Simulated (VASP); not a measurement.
Runs of VASP 6.6.1 on ZrNb2N4. The structure is that of space group Cmmm (No. 65), or close to it. The cells are those of the table. 

```csv
task,cell,k mesh,cutoff (eV),smearing,gap on the mesh (eV),pressure (GPa),relaxed volume (Å³/atom),largest force (eV/Å)
relaxation of cell and atoms,"relaxed from a = 5.283, b = 5.283, c = 3.191 Å, angles 90.0, 90.0, 108.6°, 7 atoms",6 × 6 × 10,600,gaussian 0.1 eV,none,0.0,(b),0.01
single point,"a = 5.828, b = 5.828, c = 3.772 Å, angles 90.0, 90.0, 137.5°, 7 atoms",8 × 8 × 8,520,gaussian 0.1 eV,none,-0.3,-,(a)
relaxation of cell and atoms,"relaxed from a = 5.474, b = 5.474, c = 3.077 Å, angles 90.0, 90.0, 108.7°, 7 atoms",3 × 3 × 4,600,gaussian 0.15 eV,none,0.0,12.04,0.05
single point,"a = 5.283, b = 5.283, c = 3.191 Å, angles 90.0, 90.0, 108.6°, 7 atoms",3 × 3 × 4,520,gaussian 0.15 eV,none,-0.2,-,0.03
```

Alike in all rows: level PBE; potentials or basis VASP PAW PBE potentials, release 64 (Zr_sv, Nb_sv, N); no spin polarisation.

Task: Estimate the missing entries.

Result: (a) 0.02; (b) 12.06.

Caveats: some runs use coarse meshes; the relaxation stopped at a loose force limit of 0.08 eV/Å, so its end isn't a converged minimum (some runs).

A k mesh can miss the band edges, and the runs leave out spin-orbit coupling on Nb, Zr.

A gap of «none» marks levels without a gap at the run's occupations.
